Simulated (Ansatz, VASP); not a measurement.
# HgTe in VASP and in Ansatz

File INCAR:

```
PREC = Accurate
ENCUT = 520
EDIFF = 1E-6
ISMEAR = -1
SIGMA = 0.05
LREAL = False
LASPH = True
NELM = 100
ALGO = Normal
ISIF = 2
LWAVE = False
LCHARG = True
GGA = PE
LELF = True
LVHAR = True
NBANDS = 16
```

KPOINTS

```
regular mesh
0
Gamma
  11 11 11
```

The input POSCAR:

```
HgTe
1.0
    0.0000000000      3.2579710539      3.2579710539
    3.2579710539      0.0000000000      3.2579710539
    3.2579710539      3.2579710539      0.0000000000
Hg Te
1 1
Direct
    0.0000000000      0.0000000000      0.0000000000
    0.2500000000      0.2500000000      0.2500000000
```

Input for Ansatz:

```yaml
crystal:
  lattice:
    - [0.0, 3.2579710539, 3.2579710539]
    - [3.2579710539, 0.0, 3.2579710539]
    - [3.2579710539, 3.2579710539, 0.0]
  atoms:
    - { symbol: Hg, position: [0.0, 0.0, 0.0] }
    - { symbol: Te, position: [0.25, 0.25, 0.25] }
kpoints:
  mp_grid: { grid: [11, 11, 11] }
scf:
  occupations: { method: fermi_dirac, width: 0.05 }
hamiltonian:
  xc: pbe
  pseudopotentials: { kind: all_electron, lapw: { basis_error: 0.001 } }
output:
  forces: true
  stress: true
  eigenvalues: true
  populations: true
```

Change from the starting cell: volume scaled by 0.94, LAPW.

Alike in both runs: task single point; functional PBE; k mesh 11 × 11 × 11; occupations fermi-dirac, width 0.05 eV; no spin polarisation.

|  | VASP | Ansatz |
| --- | --- | --- |
| version | VASP 6.6.1 | Ansatz 0.2.0 |
| potentials or method | VASP PAW PBE potentials, release 64 (Hg, Te), cutoff 520 eV | all-electron LAPW, scalar-relativistic |

|  | VASP | Ansatz | Ansatz less VASP |
| --- | --- | --- | --- |
| pressure (GPa) | 2.5 | 2.5 | -0.06 |

Ansatz ran all-electron here, and VASP with PAW potentials.

Spin-orbit coupling is off throughout.
